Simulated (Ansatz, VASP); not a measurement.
GaN in VASP and in Ansatz

The input INCAR:

```
SYSTEM = GaN
  PREC = Accurate
  ENCUT = 520
  EDIFF = 1E-6
  ISMEAR = -1
  SIGMA = 0.05
  LREAL = .FALSE.
  LASPH = .TRUE.
  NELM = 150
  ALGO = Normal
  ISIF = 2
  LWAVE = .FALSE.
  LCHARG = .TRUE.
  LNONCOLLINEAR = .TRUE.
  MAGMOM = 0 0 0 0 0 0
  LORBIT = 11
  LSORBIT = .TRUE.
  GGA_COMPAT = .FALSE.
  LORBMOM = .TRUE.
  GGA = CA
  LVHAR = .TRUE.
  NBANDS = 30
```

The input KPOINTS:

```
Automatic mesh
0
G
  10 10 10
  0 0 0
```

Contents of POSCAR:

```
GaN
1.0
    0.0000000000      2.2684248875      2.2684248875
    2.2684248875      0.0000000000      2.2684248875
    2.2684248875      2.2684248875      0.0000000000
Ga N
1 1
Direct
    0.0000000000      0.0000000000      0.0000000000
    0.2500000000      0.2500000000      0.2500000000
```

The input input.yaml:

```yaml
crystal:
  lattice:
    - [0.0, 2.2684248875, 2.2684248875]
    - [2.2684248875, 0.0, 2.2684248875]
    - [2.2684248875, 2.2684248875, 0.0]
  atoms:
    - { symbol: Ga, position: [0.0, 0.0, 0.0] }
    - { symbol: "N", position: [0.25, 0.25, 0.25] }
hamiltonian:
  xc: lda
  pseudopotentials: { kind: paw_fr }
magnetization:
  noncollinear: true
  spin_orbit: true
kpoints:
  mp_grid: { grid: [10, 10, 10] }
scf:
  occupations: { method: fermi_dirac, width: 0.05 }
output:
  forces: true
  stress: true
  eigenvalues: true
```

Alike in both runs: task single point; functional LDA; k mesh 10 × 10 × 10; occupations fermi-dirac, width 0.05 eV; non-collinear spin, spin-orbit coupling.

|  | VASP | Ansatz |
| --- | --- | --- |
| version | VASP 6.6.1 | Ansatz 0.2.0 |
| potentials or method | VASP PAW LDA potentials, release 64 (Ga_d, N) | Ansatz PAW |
| plane-wave cutoff (eV) | 520 | 420 |
| valence electrons in the cell | 18 | 18 |

VASP gave:

| Item | Value |
| --- | --- |
| pressure (GPa) | -8.9 |
| net moment per atom (μB) | 0.00 |

Problem. Which values does Ansatz return?

Solution. Pressure (GPa): -9.8; net moment per atom (μB): 0.00.

LDA's correlation is that of Perdew and Zunger in VASP and of Perdew and Wang (1992) in Ansatz.
